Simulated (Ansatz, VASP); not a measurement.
# Two plane-wave programs on RbCl

File POSCAR:

```
RbCl
1.0
    0.0000000000      3.3057264139      3.3057264139
    3.3057264139      0.0000000000      3.3057264139
    3.3057264139      3.3057264139      0.0000000000
Rb Cl
1 1
Direct
    0.0000000000      0.0000000000      0.0000000000
    0.5000000000      0.5000000000      0.5000000000
```

INCAR.step1

```
SYSTEM = RbCl
ALGO = Normal
EDIFF = 1E-5
ENCUT = 400
GGA = PE
GGA_COMPAT = .False.
ISIF = 2
ISMEAR = 0
LASPH = .True.
LCHARG = .False.
LREAL = .False.
LWAVE = .True.
NBANDS = 15
NELM = 120
PREC = Accurate
SIGMA = 0.01
```

File INCAR.step2:

```
SYSTEM = RbCl
AEXX = 1.0
AGGAC = 1.0
ALDAC = 1.0
ALGO = Normal
EDIFF = 1E-6
ENCUT = 400
GGA = PE
GGA_COMPAT = .False.
ISIF = 2
ISMEAR = 0
ISTART = 1
LASPH = .True.
LCHARG = .False.
LHFCALC = .True.
LREAL = .False.
LWAVE = .False.
NBANDS = 15
NELM = 120
PREC = Accurate
PRECFOCK = Normal
SIGMA = 0.01
```

Contents of KPOINTS:

```
k-points
0
Gamma
  4 4 4
  0 0 0
```

Input for Ansatz:

```yaml
crystal:
  lattice:
    - [0.0, 3.3057264139, 3.3057264139]
    - [3.3057264139, 0.0, 3.3057264139]
    - [3.3057264139, 3.3057264139, 0.0]
  atoms:
    - { symbol: Rb, position: [0.0, 0.0, 0.0] }
    - { symbol: Cl, position: [0.5, 0.5, 0.5] }
kpoints:
  mp_grid: { grid: [4, 4, 4] }
hamiltonian:
  xc: { exchange: pbe, correlation: pbe, exx: { coeff: 1.0 } }
scf:
  occupations: { method: fixed }
  n_extra_bands: 4
output:
  forces: true
  stress: true
  eigenvalues: true
```

Alike in both runs: task single point; functional PBE-based global hybrid; k mesh 4 × 4 × 4; no spin polarisation.

|  | VASP | Ansatz |
| --- | --- | --- |
| version | VASP 6.6.1 | Ansatz 0.2.0 |
| potentials or method | VASP PAW PBE potentials, release 64 (Rb_sv, Cl) | plane waves |
| plane-wave cutoff (eV) | 400 | 420 |
| occupations | gaussian, width 0.01 eV | fixed |
| valence electrons in the cell | 16 | 16 |

Ansatz gave:

- gap on the k mesh at the Fermi level (eV): 13.35
- pressure (GPa): -0.6

Problem. Estimate VASP's values.

Solution. gap on the k mesh at the Fermi level (eV): 13.37; pressure (GPa): -0.7.

VASP's potentials were made for PBE, not for PBE-based global hybrid. Ansatz's warnings: stress exchange threshold loose, stress scf threshold loose.
